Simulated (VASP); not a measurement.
# WC (Fm-3m) in VASP: single point with PBE

Aim: the single point of WC with PBE.

Program: VASP 6.6.1. These are calculated values, not measurements. Logs are shortened: lines on timing, memory, paths and dates and some standing lists are left out, and cuts for length are marked.

**1. The cell of the first run**

The structure is cubic, space group Fm-3m (No. 225). Conventional cell: a = 4.385 Å, b = 4.385 Å, c = 4.385 Å, α = 90.00°, β = 90.00°, γ = 90.00°. W (site symmetry m-3m) has 6 C at 2.19 Å within 2.9 Å. Within 2.9 Å of C (site symmetry m-3m) lie 6 W at 2.19 Å.

**2. Single point, PBE**

INCAR reads:

```
ALGO = Normal
EDIFF = 1E-6
ENCUT = 520
GGA = PE
ISIF = 2
ISMEAR = 0
LASPH = T
LCHARG = T
LELF = T
LREAL = F
LVHAR = T
LWAVE = F
NBANDS = 16
NELM = 60
PREC = Accurate
SIGMA = 0.15
```

KPOINTS reads:

```
k-points
0
Gamma
  20 20 20
```

POSCAR reads:

```
WC
1.0
    0.0000000000      2.1926840000      2.1926840000
    2.1926840000      0.0000000000      2.1926840000
    2.1926840000      2.1926840000      0.0000000000
W C
1 1
Direct
    0.0000000000      0.0000000000      0.0000000000
    0.5000000000      0.5000000000      0.5000000000
```

Potentials or basis: VASP PAW PBE potentials, release 64 (W_sv, C).

Run with:

```console
cat potpaw_PBE.64/W_sv/POTCAR potpaw_PBE.64/C/POTCAR > POTCAR
mpirun -np 1 vasp_std > vasp.out
```

OUTCAR:

```text
EDIFF = 1E-6
   ENCUT = 520
   GGA = PE
   ISIF = 2
   ISMEAR = 0
   LASPH = T
   LREAL = F
   NELM = 60
   PREC = Accurate

 ion  position               nearest neighbor table
   1  0.000  0.000  0.000-   2 2.19   2 2.19   2 2.19   2 2.19   2 2.19   2 2.19
   2  0.500  0.500  0.500-   1 2.19   1 2.19   1 2.19   1 2.19   1 2.19   1 2.19

  LATTYP: Found a face centered cubic cell.
 ALAT       =     4.3853680000

  Lattice vectors:

 A1 = (   0.0000000000,   2.1926840000,   2.1926840000)
 A2 = (   2.1926840000,   0.0000000000,   2.1926840000)
 A3 = (   2.1926840000,   2.1926840000,   0.0000000000)

Analysis of symmetry for initial positions (statically):
=====================================================================
 Subroutine PRICEL returns:
 Original cell was already a primitive cell.

 Routine SETGRP: Setting up the symmetry group for a
 face centered cubic supercell.

 Subroutine GETGRP returns: Found 48 space group operations
 (whereof 48 operations were pure point group operations)
 out of a pool of 48 trial point group operations.

The static configuration has the point symmetry O_h .

Analysis of symmetry for dynamics (positions and initial velocities):
=====================================================================
 Subroutine PRICEL returns:
 Original cell was already a primitive cell.

 Routine SETGRP: Setting up the symmetry group for a
 face centered cubic supercell.

 Subroutine GETGRP returns: Found 48 space group operations
 (whereof 48 operations were pure point group operations)
 out of a pool of 48 trial point group operations.

The dynamic configuration has the point symmetry O_h .

 Subroutine INISYM returns: Found 48 space group operations
 (whereof 48 operations are pure point group operations),
 and found     1 'primitive' translations

----------------------------------------------------------------------------------------

                                     Primitive cell

  volume of cell :      21.0842

  direct lattice vectors                    reciprocal lattice vectors
     0.000000000  2.192684000  2.192684000    -0.228031034  0.228031034  0.228031034
     2.192684000  0.000000000  2.192684000     0.228031034 -0.228031034  0.228031034
     2.192684000  2.192684000  0.000000000     0.228031034  0.228031034 -0.228031034

  length of vectors
     3.100923451  3.100923451  3.100923451     0.394961337  0.394961337  0.394961337

  position of ions in fractional coordinates (direct lattice)
     0.000000000  0.000000000  0.000000000
     0.500000000  0.500000000  0.500000000

  ion indices of the primitive-cell ions
   primitive index   ion index
                 1           1
                 2           2

----------------------------------------------------------------------------------------

 KPOINTS: k-points

Automatic generation of k-mesh.
 Grid dimensions read from file:
 generate k-points for:   20   20   20

 Generating k-lattice:

  Cartesian coordinates                     Fractional coordinates (reciprocal lattice)
    -0.011401552  0.011401552  0.011401552     0.050000000  0.000000000  0.000000000
     0.011401552 -0.011401552  0.011401552     0.000000000  0.050000000  0.000000000
     0.011401552  0.011401552 -0.011401552     0.000000000  0.000000000  0.050000000

  Length of vectors
     0.019748067  0.019748067  0.019748067

  Shift w.r.t. Gamma in fractional coordinates (k-lattice)
     0.000000000  0.000000000  0.000000000

 Subroutine IBZKPT returns following result:
 ===========================================

 Found    256 irreducible k-points:

 Following reciprocal coordinates:
            Coordinates               Weight
  0.000000  0.000000  0.000000      1.000000
  0.050000  0.000000  0.000000      8.000000
  0.100000  0.000000  0.000000      8.000000
  0.150000  0.000000  0.000000      8.000000
  0.200000  0.000000  0.000000      8.000000
  0.250000  0.000000  0.000000      8.000000
[... 16 lines left out ...]
 -0.400000  0.050000  0.000000     24.000000
 -0.350000  0.050000  0.000000     24.000000
 [... further k-points ...]
   k-points           NKPTS =    256   k-points in BZ     NKDIM =    256   number of bands    NBANDS=     16
   number of dos      NEDOS =    301   number of ions     NIONS =      2
   total plane-waves  NPLWV =  13824
   dimension x,y,z NGX =    24 NGY =   24 NGZ =   24
   dimension x,y,z NGXF=    48 NGYF=   48 NGZF=   48
   ions per type =               1   1
   NGX,Y,Z   is equivalent  to a cutoff of  12.87, 12.87, 12.87 a.u.
   NGXF,Y,Z  is equivalent  to a cutoff of  25.73, 25.73, 25.73 a.u.
 SYSTEM =  unknown system
   PREC   = accura    normal or accurate (medium, high low for compatibility)
   ISTART =      0    job   : 0-new  1-cont  2-samecut
   ICHARG =      2    charge: 1-file 2-atom 10-const
   ISPIN  =      1    spin polarized calculation?
   LNONCOLLINEAR =      F non collinear calculations
   LSORBIT =      F    spin-orbit coupling
   LASPH  =      T    aspherical Exc in radial PAW
   ENCUT  =  520.0 eV  38.22 Ry    6.18 a.u.   5.77  5.77  5.77*2*pi/ulx,y,z
   NELM   =     60;   NELMIN=  2; NELMDL= -5     # of ELM steps
   EDIFF  = 0.1E-05   stopping-criterion for ELM
   LREAL  =      F    real-space projection
   EDIFFG = 0.1E-04   stopping-criterion for IOM
   NSW    =      0    number of steps for IOM
   IBRION =     -1    ionic relax: 0-MD 1-quasi-New 2-CG
   NFREE  =      0    steps in history (QN), initial steepest desc. (CG)
   ISIF   =      2    stress and relaxation
   ISYM   =      2    0-nonsym 1-usesym 2-fastsym
   POTIM  = 0.5000    time-step for ionic-motion
   TEBEG  =    0.0;   TEEND  =   0.0 temperature during run
   PSTRESS=    0.0 pullay stress
   NELECT =      18.0000    total number of electrons
   NUPDOWN=      -1.0000    fix difference up-down
   EMIN   =  10.00;   EMAX   =-10.00  energy-range for DOS
   EFERMI =   0.00;   METHOD = LEGACY
   ISMEAR =     0;   SIGMA  =   0.15  broadening in eV -4-tet -1-fermi 0-gaus
   EFERMI_NEDOS =   21; number of points for ismear=-14 and -15
   IALGO  =     38    algorithm
   IMIX   =      4    mixing-type and parameters
     AMIX     =   0.40;   BMIX     =  1.00
     AMIX_MAG =   1.60;   BMIX_MAG =  1.00
  volume/ion in A,a.u.               =      10.54        71.14
  Fermi-wavevector in a.u.,A,eV,Ry     =   1.553029  2.934800 32.815887  2.411900
  Thomas-Fermi vector in A             =   2.657319
   LORBIT       =      0    0 simple, 1 ext, 2 COOP (PROOUT), +10 PAW based schemes
   GGA     = PE    functional components
   LHFCALC =     F    Hartree Fock is set to
   AEXX    =    0.0000 exact exchange contribution
   IVDW    =     0    specifies the selected vdW correction
   LEPSILON=     F    determine dielectric tensor
   LRPA    =     F    only Hartree local field effects (RPA)
 non-spin polarized calculation
 Gauss-broadening in eV      SIGMA  =   0.15
  energy-cutoff  :      520.00
  volume of cell :       21.08
 maximum number of plane-waves:       588
   NGX = 11   NGY = 11   NGZ = 11

 number of electron      18.0000001 magnetization

 Free energy of the ion-electron system (eV)
  ---------------------------------------------------
  ext. energy  EPLUGINS =         0.00000000
  ---------------------------------------------------
  free energy    TOTEN  =       -21.55947782 eV

  energy without entropy =      -21.54747403  energy(sigma->0) =      -21.55347592

 E-fermi :  12.3800     XC(G=0): -13.7154

 val. band max:       12.3755787300   @ k =  -0.4500   0.2000   0.1000
 cond. band min:      12.3811903341   @ k =  -0.3000   0.2500   0.0000
 fundamental gap:      0.0056116042
 Fermi energy:        12.3800304583

 k-point     1 :       0.0000    0.0000    0.0000
  band No.  band energies     occupation
      1     -63.0399      2.00000
      2     -27.0333      2.00000
      3     -27.0333      2.00000
      4     -27.0333      2.00000
      5      -3.4032      2.00000
      6       9.6576      2.00000
[... 8 lines left out ...]
     15      22.0848      0.00000
     16      35.5818      0.00000

 k-point     2 :       0.0500    0.0000    0.0000
  band No.  band energies     occupation
      1     -63.0390      2.00000
      2     -27.0483      2.00000
      3     -27.0349      2.00000
      4     -27.0349      2.00000
      5      -3.3327      2.00000
      6       9.3836      2.00000
[... 8 lines left out ...]
     15      22.2527      0.00000
     16      34.6622      0.00000

 k-point     3 :       0.1000    0.0000    0.0000
  band No.  band energies     occupation
      1     -63.0364      2.00000
      2     -27.0915      2.00000
      3     -27.0396      2.00000
      4     -27.0396      2.00000
      5      -3.1246      2.00000
      6       8.7429      2.00000
[... 8 lines left out ...]
     15      22.7289      0.00000
     16      33.0042      0.00000

 k-point     4 :       0.1500    0.0000    0.0000
  band No.  band energies     occupation
      1     -63.0324      2.00000
      2     -27.1583      2.00000
      3     -27.0468      2.00000
      4     -27.0468      2.00000
      5      -2.7879      2.00000
      6       7.9413      2.00000
[... 8 lines left out ...]
     15      23.4209      0.00000
     16      31.3643      0.00000

 k-point     5 :       0.2000    0.0000    0.0000
  band No.  band energies     occupation
      1     -63.0273      2.00000
      2     -27.2414      2.00000
      3     -27.0559      2.00000
      4     -27.0559      2.00000
      5      -2.3369      2.00000
      6       7.0755      2.00000
[... 8 lines left out ...]
     15      24.1373      0.00000
     16      30.1246      0.00000

 k-point     6 :       0.2500    0.0000    0.0000
  band No.  band energies     occupation
      1     -63.0216      2.00000
      2     -27.3322      2.00000
      3     -27.0660      2.00000
      4     -27.0659      2.00000
      5      -1.7904      2.00000
      6       6.1944      2.00000
[... 8 lines left out ...]
     15      24.6182      0.00000
     16      29.4492      0.00000

 k-point     7 :       0.3000    0.0000    0.0000
  band No.  band energies     occupation
      1     -63.0159      2.00000
      2     -27.4216      2.00000
      3     -27.0760      2.00000
      4     -27.0760      2.00000
      5      -1.1696      2.00000
      6       5.3247      2.00000
[... 8 lines left out ...]
     15      24.9194      0.00000
     16      27.8975      0.00000

 k-point     8 :       0.3500    0.0000    0.0000
  band No.  band energies     occupation
      1     -63.0108      2.00000
      2     -27.5012      2.00000
      3     -27.0850      2.00000
      4     -27.0850      2.00000
      5      -0.4989      2.00000
      6       4.4827      2.00000
[... 8 lines left out ...]
     15      25.3421      0.00000
     16      26.4980      0.00000

 k-point     9 :       0.4000    0.0000    0.0000
  band No.  band energies     occupation
      1     -63.0068      2.00000
      2     -27.5637      2.00000
      3     -27.0921      2.00000
      4     -27.0921      2.00000
      5       0.1915      2.00000
      6       3.6848      2.00000
[... 8 lines left out ...]
     15      25.3309      0.00000
     16      25.3309      0.00000
[... 172 lines left out ...]
 k-point    19 :       0.4000    0.0500    0.0000
  band No.  band energies     occupation
      1     -63.0075      2.00000
      2     -27.5418      2.00000
      3     -27.0990      2.00000
      4     -27.0934      2.00000
      5      -0.0344      2.00000
      6       3.9390      2.00000
[... 8 lines left out ...]
     15      25.4786      0.00000
     16      25.6229      0.00000

 k-point    20 :       0.4500    0.0500    0.0000
  band No.  band energies     occupation
      1     -63.0044      2.00000
      2     -27.5886      2.00000
      3     -27.1021      2.00000
      4     -27.1016      2.00000
      5       0.6138      2.00000
      6       3.2285      2.00000
[... 8 lines left out ...]
     15      24.7633      0.00000
     16      24.8335      0.00000

 k-point    21 :       0.5000    0.0500    0.0000
  band No.  band energies     occupation
      1     -63.0029      2.00000
      2     -27.6108      2.00000
      3     -27.1072      2.00000
      4     -27.1018      2.00000
      5       1.0822      2.00000
      6       2.7340      2.00000
[... 8 lines left out ...]
     15      24.2904      0.00000
     16      24.4198      0.00000

 k-point    22 :      -0.4500    0.0500    0.0000
  band No.  band energies     occupation
      1     -63.0032      2.00000
      2     -27.6062      2.00000
      3     -27.1097      2.00000
      4     -27.0984      2.00000
      5       0.9732      2.00000
      6       2.8480      2.00000
[... 8 lines left out ...]
     15      24.4007      0.00000
     16      24.5194      0.00000

 k-point    23 :      -0.4000    0.0500    0.0000
  band No.  band energies     occupation
      1     -63.0053      2.00000
      2     -27.5754      2.00000
      3     -27.1087      2.00000
      4     -27.0920      2.00000
      5       0.4129      2.00000
      6       3.4462      2.00000
[... 8 lines left out ...]
     15      24.9517      0.00000
     16      25.2201      0.00000

 k-point    24 :      -0.3500    0.0500    0.0000
  band No.  band energies     occupation
      1     -63.0089      2.00000
      2     -27.5211      2.00000
      3     -27.1043      2.00000
      4     -27.0833      2.00000
      5      -0.2521      2.00000
      6       4.1913      2.00000
[... 8 lines left out ...]
     15      25.4948      0.00000
     16      25.8268      0.00000

 [... further k-points ...]

------------------------ aborting loop because EDIFF is reached ----------------------------------------

  FORCE on cell =-STRESS in cart. coord.  units (eV):
  Direction    XX          YY          ZZ          XY          YZ          ZX
  --------------------------------------------------------------------------------------
  -------------------------------------------------------------------------------------
  Total       -0.0532984     -0.0532984     -0.0532984     -0.0000000      0.0000000     -0.0000000
  in kB       -4.0501073     -4.0501073     -4.0501073     -0.0000000      0.0000000     -0.0000000
  external PRESSURE =      -4.0501073 kB  Pullay stress =       0.0000000 kB

 VOLUME and BASIS-vectors are now :
 -----------------------------------------------------------------------------
  energy-cutoff  :      520.00
  volume of cell :       21.08
      direct lattice vectors                 reciprocal lattice vectors
     0.000000000  2.192684000  2.192684000    -0.228031034  0.228031034  0.228031034
     2.192684000  0.000000000  2.192684000     0.228031034 -0.228031034  0.228031034
     2.192684000  2.192684000  0.000000000     0.228031034  0.228031034 -0.228031034

 POSITION                                       TOTAL-FORCE (eV/Angst)
 -----------------------------------------------------------------------------------
      0.00000      0.00000      0.00000        -0.000000     -0.000000     -0.000000
      2.19268      2.19268      2.19268         0.000000      0.000000      0.000000
 -----------------------------------------------------------------------------------
    total drift:                                0.000000     -0.000000     -0.000000

  FREE ENERGIE OF THE ION-ELECTRON SYSTEM (eV)
  ---------------------------------------------------
  free  energy   TOTEN  =       -21.5594778179 eV

  energy  without entropy=      -21.5474740287  energy(sigma->0) =      -21.55347592
```

It took 21 s on 1 thread of Intel Xeon 6975P-C (Granite Rapids), shared host; peak memory 0.21 GiB.

Results:

```
Free energy            : -21.5595 eV
Pressure               : -0.4 GPa
Band gap on the k mesh : zero (bands 9 and 10 overlap by 3.18 eV)
```

Caveat: spin-orbit coupling is left out, which moves the levels of the heavy elements.
